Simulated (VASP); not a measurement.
Wanted: the native input for a VASP 6.6.1 run.

* Task: single point
* Functional: PBE
* Potentials or basis: VASP PAW PBE potentials, release 64 (Co)
* Cutoff: 520 eV
* k mesh: 16 × 16 × 16
* Occupations: gaussian, width 0.05 eV
* Spin: collinear spin, ferromagnetic start
* Starting moments: [1.5, 1.5, 1.5, 1.5] μB
* Dipole correction: no
* Further INCAR settings: ALGO = Normal; EDIFF = 1e-06; NBANDS = 30

The structure of Co lies in POSCAR:

```
Co
1.0
   -1.2468565838      2.1596189528      4.0300901878
    1.2468565838     -2.1596189528      4.0300901878
    1.2468565838      2.1596189528     -4.0300901878
Co
4
Direct
    0.4583333333      0.1250000000      0.3333333333
    0.5416666667      0.8750000000      0.6666666667
    0.9583333333      0.6250000000      0.3333333333
    1.0416666667      1.3750000000      0.6666666667
```

One way to write it, as run:

INCAR

```
SYSTEM = Co
  PREC = Accurate
  ENCUT = 520
  EDIFF = 1E-6
  ISMEAR = 0
  SIGMA = 0.05
  LREAL = .FALSE.
  LASPH = .TRUE.
  NELM = 150
  ALGO = Normal
  ISIF = 2
  LWAVE = .FALSE.
  LCHARG = .FALSE.
  ISPIN = 2
  MAGMOM = 1.5 1.5 1.5 1.5
  LORBIT = 11
  LMAXMIX = 4
  GGA = PE
  NBANDS = 30
  KPAR = 4
```

KPOINTS

```
Automatic mesh
0
G
  16 16 16
  0 0 0
```

Potentials or basis: VASP PAW PBE potentials, release 64 (Co).

Run with:

```bash
$ cat potpaw_PBE.64/Co/POTCAR > POTCAR
$ mpirun -np 4 vasp_std > vasp.out
```

It gave:

The pressure is -0.9 GPa, the net moment is 6.36 μB per cell and the site moments are Co +1.61 μB. The valence electrons inside the program's atomic spheres are Co 8.27.

Wall time 3.9 min on 4 MPI ranks on Intel(R) Xeon(R) 6975P-C (Granite Rapids) (shared host), peak memory 1.1 GiB a rank.
